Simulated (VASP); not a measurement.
# Bi (C2/m) in VASP: further runs

The runs below take Bi through single point, with r2SCANh, HSE06, B3LYP.

Everything below comes from runs of VASP 6.6.1. Logs are shortened: lines on timing, memory, paths and dates and some standing lists are left out, and cuts for length are marked.

## Step 1: The cell of the first run

Symmetry: C2/m, No. 12, monoclinic system. Conventional cell: a = 6.977 Å, b = 6.265 Å, c = 3.359 Å, α = 90.00°, β = 112.04°, γ = 90.00°. Bi (site symmetry m) has 9 Bi at 3.21 to 3.99 Å within 4.2 Å.

## Step 2: Single point, r2SCANh

POSCAR

```
Bi
1.0
    3.4885980000     -3.1325780000      0.0000000000
    3.4885980000      3.1325780000      0.0000000000
   -1.2602350000      0.0000000000      3.1135500000
Bi
2
Direct
    0.7530610000      0.7530610000      0.8573820000
    0.2469390000      0.2469390000      0.1426180000
```

INCAR.step1

```
PREC = Accurate ; ENCUT = 520
EDIFF = 1E-5 ; ISMEAR = -1
SIGMA = 0.05 ; LREAL = F
LASPH = T ; NELM = 100
ALGO = Normal ; ISIF = 2
LWAVE = T ; LCHARG = F
GGA = PE ; NBANDS = 22
```

INCAR.step2

```
PREC = Accurate ; ENCUT = 520
EDIFF = 1E-6 ; ISMEAR = -1
SIGMA = 0.05 ; LREAL = F
LASPH = T ; NELM = 100
ALGO = Normal ; ISIF = 2
LWAVE = F ; LCHARG = F
METAGGA = R2SCAN ; LHFCALC = T
AEXX = 0.1 ; LMIXTAU = T
PRECFOCK = Normal ; ISTART = 1
NBANDS = 22
```

KPOINTS

```
Automatic mesh
0
Gamma
  3 3 5
```

Potentials or basis: VASP PAW PBE potentials, release 64 (Bi_d).

On the command line:

```
$ cat potpaw_PBE.64/Bi_d/POTCAR > POTCAR
$ cp INCAR.step1 INCAR
$ mpirun -np 1 vasp_std > vasp.out
$ cp INCAR.step2 INCAR
$ mpirun -np 1 vasp_std > vasp.out
```

OUTCAR:

```text
PREC = Accurate
   ENCUT = 520
   EDIFF = 1E-6
   ISMEAR = -1
   LREAL = F
   LASPH = T
   NELM = 100
   ISIF = 2
   METAGGA = R2SCAN
   LHFCALC = T
   AEXX = 0.1
   PRECFOCK = Normal
   ISTART = 1

 ion  position               nearest neighbor table
   1  0.753  0.753  0.857-   2 3.21   2 3.28   2 3.28   2 3.45
   2  0.247  0.247  0.143-   1 3.21   1 3.28   1 3.28   1 3.45

  LATTYP: Found a base centered monoclinic cell.
 ALAT       =     6.9771960000
 B/A-ratio  =     0.8979475423
 C/A-ratio  =     0.4814149259
 COS(beta)  =    -0.3751898342

  Lattice vectors:

 A1 = (   3.4885980000,  -3.1325780000,   0.0000000000)
 A2 = (   3.4885980000,   3.1325780000,   0.0000000000)
 A3 = (  -1.2602350000,   0.0000000000,   3.1135500000)

Analysis of symmetry for initial positions (statically):
=====================================================================
 Subroutine PRICEL returns:
 Original cell was already a primitive cell.

 Routine SETGRP: Setting up the symmetry group for a
 base centered monoclinic supercell.

 Subroutine GETGRP returns: Found  4 space group operations
 (whereof  4 operations were pure point group operations)
 out of a pool of  4 trial point group operations.

The static configuration has the point symmetry C_2h.

Analysis of symmetry for dynamics (positions and initial velocities):
=====================================================================
 Subroutine PRICEL returns:
 Original cell was already a primitive cell.

 Routine SETGRP: Setting up the symmetry group for a
 base centered monoclinic supercell.

 Subroutine GETGRP returns: Found  4 space group operations
 (whereof  4 operations were pure point group operations)
 out of a pool of  4 trial point group operations.

The dynamic configuration has the point symmetry C_2h.

 Subroutine INISYM returns: Found  4 space group operations
 (whereof  4 operations are pure point group operations),
 and found     1 'primitive' translations

----------------------------------------------------------------------------------------

                                     Primitive cell

  volume of cell :      68.0517

  direct lattice vectors                    reciprocal lattice vectors
     3.488598000 -3.132578000  0.000000000     0.143324052 -0.159612945  0.058011590
     3.488598000  3.132578000  0.000000000     0.143324052  0.159612945  0.058011590
    -1.260235000  0.000000000  3.113550000     0.000000000  0.000000000  0.321176792

  length of vectors
     4.688641694  4.688641694  3.358926295     0.222223807  0.222223807  0.321176792

  position of ions in fractional coordinates (direct lattice)
     0.753061000  0.753061000  0.857382000
     0.246939000  0.246939000  0.142618000

  ion indices of the primitive-cell ions
   primitive index   ion index
                 1           1
                 2           2

----------------------------------------------------------------------------------------

 KPOINTS: Automatic mesh

Automatic generation of k-mesh.
 Grid dimensions read from file:
 generate k-points for:    3    3    5

 Generating k-lattice:

  Cartesian coordinates                     Fractional coordinates (reciprocal lattice)
     0.047774684 -0.053204315  0.019337197     0.333333333  0.000000000 -0.000000000
     0.047774684  0.053204315  0.019337197     0.000000000  0.333333333 -0.000000000
     0.000000000  0.000000000  0.064235358     0.000000000  0.000000000  0.200000000

  Length of vectors
     0.074074602  0.074074602  0.064235358

  Shift w.r.t. Gamma in fractional coordinates (k-lattice)
     0.000000000  0.000000000  0.000000000

 Subroutine IBZKPT returns following result:
 ===========================================

 Found     16 irreducible k-points:

 Following reciprocal coordinates:
            Coordinates               Weight
  0.000000  0.000000  0.000000      1.000000
  0.333333  0.000000  0.000000      4.000000
  0.333333  0.333333  0.000000      2.000000
 -0.333333  0.333333  0.000000      2.000000
  0.000000  0.000000  0.200000      2.000000
  0.333333  0.000000  0.200000      4.000000
[... 8 lines left out ...]
 -0.333333  0.333333  0.400000      4.000000
 -0.333333 -0.333333  0.400000      2.000000
   k-points           NKPTS =     16   k-points in BZ     NKDIM =     45   number of bands    NBANDS=     22
   number of dos      NEDOS =    301   number of ions     NIONS =      2
   total plane-waves  NPLWV =  36288
   dimension x,y,z NGX =    36 NGY =   36 NGZ =   28
   dimension x,y,z NGXF=    72 NGYF=   72 NGZF=   56
   ions per type =               2
   NGX,Y,Z   is equivalent  to a cutoff of  12.76, 12.76, 13.86 a.u.
   NGXF,Y,Z  is equivalent  to a cutoff of  25.53, 25.53, 27.72 a.u.
 SYSTEM =  unknown system
   PREC   = accura    normal or accurate (medium, high low for compatibility)
   ISTART =      1    job   : 0-new  1-cont  2-samecut
   ICHARG =      0    charge: 1-file 2-atom 10-const
   ISPIN  =      1    spin polarized calculation?
   LNONCOLLINEAR =      F non collinear calculations
   LSORBIT =      F    spin-orbit coupling
   LASPH  =      T    aspherical Exc in radial PAW
   ENCUT  =  520.0 eV  38.22 Ry    6.18 a.u.   8.72  8.72  6.25*2*pi/ulx,y,z
   NELM   =    100;   NELMIN=  2; NELMDL=  0     # of ELM steps
   EDIFF  = 0.1E-05   stopping-criterion for ELM
   LREAL  =      F    real-space projection
   EDIFFG = 0.1E-04   stopping-criterion for IOM
   NSW    =      0    number of steps for IOM
   IBRION =     -1    ionic relax: 0-MD 1-quasi-New 2-CG
   NFREE  =      0    steps in history (QN), initial steepest desc. (CG)
   ISIF   =      2    stress and relaxation
   ISYM   =      3    0-nonsym 1-usesym 2-fastsym
   POTIM  = 0.5000    time-step for ionic-motion
   TEBEG  =    0.0;   TEEND  =   0.0 temperature during run
   PSTRESS=    0.0 pullay stress
   NELECT =      30.0000    total number of electrons
   NUPDOWN=      -1.0000    fix difference up-down
   EMIN   =  10.00;   EMAX   =-10.00  energy-range for DOS
   EFERMI =   0.00;   METHOD = LEGACY
   ISMEAR =    -1;   SIGMA  =   0.05  broadening in eV -4-tet -1-fermi 0-gaus
   EFERMI_NEDOS =   21; number of points for ismear=-14 and -15
   IALGO  =     38    algorithm
   IMIX   =      1    mixing-type and parameters
     AMIX     =   0.40;   BMIX     =  1.00
     AMIX_MAG =   1.60;   BMIX_MAG =  1.00
  volume/ion in A,a.u.               =      34.03       229.62
  Fermi-wavevector in a.u.,A,eV,Ry     =   1.245955  2.354514 21.121737  1.552404
  Thomas-Fermi vector in A             =   2.380154
   LORBIT       =      0    0 simple, 1 ext, 2 COOP (PROOUT), +10 PAW based schemes
   METAGGA = R2SCAN    functional components
   LHFCALC =     T    Hartree Fock is set to
   PRECFOCK=normal    Normal, Fast or Accurate (Low or Medium for compatibility)
   ENCUT4O =  -1.0   cutoff for four orbital integrals eV
   NKREDX  =     1    reduce k-point grid by
   NKREDY  =     1    reduce k-point grid by
   NKREDZ  =     1    reduce k-point grid by
   AEXX    =    0.1000 exact exchange contribution
   HFSCREEN=    0.0000 screening length (either q_TF or 0.3 A-1)
   HFSCREENC=   0.0000 screening length for correlation (either q_TF or 0.3 A-1)
   ENCUTFOCK=  -1.0 apply spherical cutoff to Coloumb kernel
   IVDW    =     0    specifies the selected vdW correction
   LEPSILON=     F    determine dielectric tensor
   LRPA    =     F    only Hartree local field effects (RPA)
 non-spin polarized calculation
  energy-cutoff  :      520.00
  volume of cell :       68.05
 maximum number of plane-waves:      1843
  NGX = 28; NGY = 28; NGZ = 20

 number of electron      30.0000001 magnetization

 Free energy of the ion-electron system (eV)
  ---------------------------------------------------
  ext. energy  EPLUGINS =         0.00000000
  ---------------------------------------------------
  free energy    TOTEN  =      -107.08326639 eV

  energy without entropy =     -107.07742880  energy(sigma->0) =     -107.08034760

 E-fermi :   6.5865     XC(G=0):  -9.5771

 val. band max:        6.5421503576   @ k =   0.0000   0.0000   0.2000
 cond. band min:       6.9383660990   @ k =   0.3333   0.0000   0.2000
 fundamental gap:      0.3962157413
 Fermi energy:         6.5865324139

 k-point     1 :       0.0000    0.0000    0.0000
  band No.  band energies     occupation
      1     -17.9837      2.00000
      2     -17.9530      2.00000
      3     -17.9064      2.00000
      4     -17.8736      2.00000
      5     -17.7834      2.00000
      6     -17.7565      2.00000
[... 14 lines left out ...]
     21      15.6813      0.00000
     22      16.2186      0.00000

 k-point     2 :       0.3333    0.0000    0.0000
  band No.  band energies     occupation
      1     -17.9596      2.00000
      2     -17.9367      2.00000
      3     -17.9042      2.00000
      4     -17.8273      2.00000
      5     -17.7920      2.00000
      6     -17.7584      2.00000
[... 14 lines left out ...]
     21      16.6108      0.00000
     22      17.9596      0.00000

 k-point     3 :       0.3333    0.3333    0.0000
  band No.  band energies     occupation
      1     -17.9591      2.00000
      2     -17.9466      2.00000
      3     -17.8335      2.00000
      4     -17.8029      2.00000
      5     -17.7794      2.00000
      6     -17.7776      2.00000
[... 14 lines left out ...]
     21      16.9354      0.00000
     22      18.0449      0.00000

 k-point     4 :      -0.3333    0.3333    0.0000
  band No.  band energies     occupation
      1     -17.9643      2.00000
      2     -17.9464      2.00000
      3     -17.8672      2.00000
      4     -17.7960      2.00000
      5     -17.7674      2.00000
      6     -17.7627      2.00000
[... 14 lines left out ...]
     21      16.6161      0.00000
     22      16.6996      0.00000

 k-point     5 :       0.0000    0.0000    0.2000
  band No.  band energies     occupation
      1     -17.9651      2.00000
      2     -17.8804      2.00000
      3     -17.8597      2.00000
      4     -17.8220      2.00000
      5     -17.8066      2.00000
      6     -17.7813      2.00000
[... 14 lines left out ...]
     21      14.9661      0.00000
     22      16.1745      0.00000

 k-point     6 :       0.3333    0.0000    0.2000
  band No.  band energies     occupation
      1     -17.9120      2.00000
      2     -17.8887      2.00000
      3     -17.8569      2.00000
      4     -17.8272      2.00000
      5     -17.8078      2.00000
      6     -17.7597      2.00000
[... 14 lines left out ...]
     21      16.4839      0.00000
     22      18.4613      0.00000

 k-point     7 :      -0.3333   -0.0000    0.2000
  band No.  band energies     occupation
      1     -17.9433      2.00000
      2     -17.8912      2.00000
      3     -17.8671      2.00000
      4     -17.8380      2.00000
      5     -17.7909      2.00000
      6     -17.7668      2.00000
[... 124 lines left out ...]
      6     -17.7725      2.00000
[... 14 lines left out ...]
     21      15.3327      0.00000
     22      16.8540      0.00000

 k-point    13 :      -0.3333   -0.0000    0.4000
  band No.  band energies     occupation
      1     -17.9482      2.00000
      2     -17.8674      2.00000
      3     -17.8526      2.00000
      4     -17.8311      2.00000
      5     -17.8122      2.00000
      6     -17.7822      2.00000
[... 14 lines left out ...]
     21      14.4135      0.00000
     22      16.7107      0.00000

 k-point    14 :       0.3333    0.3333    0.4000
  band No.  band energies     occupation
      1     -17.9072      2.00000
      2     -17.8465      2.00000
      3     -17.8402      2.00000
      4     -17.8202      2.00000
      5     -17.8069      2.00000
      6     -17.7920      2.00000
[... 14 lines left out ...]
     21      16.8050      0.00000
     22      18.1794      0.00000

 k-point    15 :      -0.3333    0.3333    0.4000
  band No.  band energies     occupation
      1     -17.9146      2.00000
      2     -17.8861      2.00000
      3     -17.8504      2.00000
      4     -17.8245      2.00000
      5     -17.7790      2.00000
      6     -17.7647      2.00000
[... 14 lines left out ...]
     21      14.6569      0.00000
     22      15.8322      0.00000

 k-point    16 :      -0.3333   -0.3333    0.4000
  band No.  band energies     occupation
      1     -17.9227      2.00000
      2     -17.8539      2.00000
      3     -17.8403      2.00000
      4     -17.8184      2.00000
      5     -17.8115      2.00000
      6     -17.7993      2.00000
[... 14 lines left out ...]
     21      15.6769      0.00000
     22      17.7628      0.00000

------------------------ aborting loop because EDIFF is reached ----------------------------------------

  FORCE on cell =-STRESS in cart. coord.  units (eV):
  Direction    XX          YY          ZZ          XY          YZ          ZX
  --------------------------------------------------------------------------------------
  -------------------------------------------------------------------------------------
  Total       -1.0957799     -0.9003920     -0.0013420      0.0000000      0.0000000     -0.9486654
  in kB      -25.7985461    -21.1984222     -0.0315953      0.0000000      0.0000000    -22.3349488
  external PRESSURE =     -15.6761879 kB  Pullay stress =       0.0000000 kB

 VOLUME and BASIS-vectors are now :
 -----------------------------------------------------------------------------
  energy-cutoff  :      520.00
  volume of cell :       68.05
      direct lattice vectors                 reciprocal lattice vectors
     3.488598000 -3.132578000  0.000000000     0.143324052 -0.159612945  0.058011590
     3.488598000  3.132578000  0.000000000     0.143324052  0.159612945  0.058011590
    -1.260235000  0.000000000  3.113550000     0.000000000  0.000000000  0.321176792

 POSITION                                       TOTAL-FORCE (eV/Angst)
 -----------------------------------------------------------------------------------
      4.17375      0.00000      2.66950         0.334946      0.000000      0.276306
      1.54321      0.00000      0.44405        -0.334946      0.000000     -0.276306
 -----------------------------------------------------------------------------------
    total drift:                                0.000000     -0.000000     -0.000000

  FREE ENERGIE OF THE ION-ELECTRON SYSTEM (eV)
  ---------------------------------------------------
  free  energy   TOTEN  =      -107.0832663915 eV

  energy  without entropy=     -107.0774287990  energy(sigma->0) =     -107.08034760
```

Run time: 19 min. Hardware: 1 thread of Intel Xeon 6975P-C (Granite Rapids), shared host; peak memory 0.22 GiB.

What came out:

```
Free energy            : -107.0833 eV
Pressure               : -1.6 GPa
Largest force          : 0.434 eV/Å
Band gap on the k mesh : zero (bands 15 and 16 overlap by 4.74 eV)
```

Forces in eV/Å, atoms in the order of the input:
```
Bi   0.335  0.000  0.276
Bi  -0.335  0.000 -0.276
```

Levels at points of the mesh, in eV from the Fermi level:
```csv
k point,band 11,band 12,band 13,band 14,band 15,band 16,band 17,band 18,band 19,band 20
"(0.00, 0.00, 0.00)",-14.30,-9.87,-3.55,-3.24,3.42,3.57,4.29,4.68,4.84,7.86
```

Caveat: the k points lie up to 0.47 Å⁻¹ apart, too coarse for converged energies and pressures of a metal; the PAW data sets were made with another functional, which shifts forces and pressure a little; spin-orbit coupling is left out, which moves the levels of the heavy elements.

(Continued in part 2 of 2.)

The gap in the log of VASP goes by the Fermi energy; the results here count the filled bands.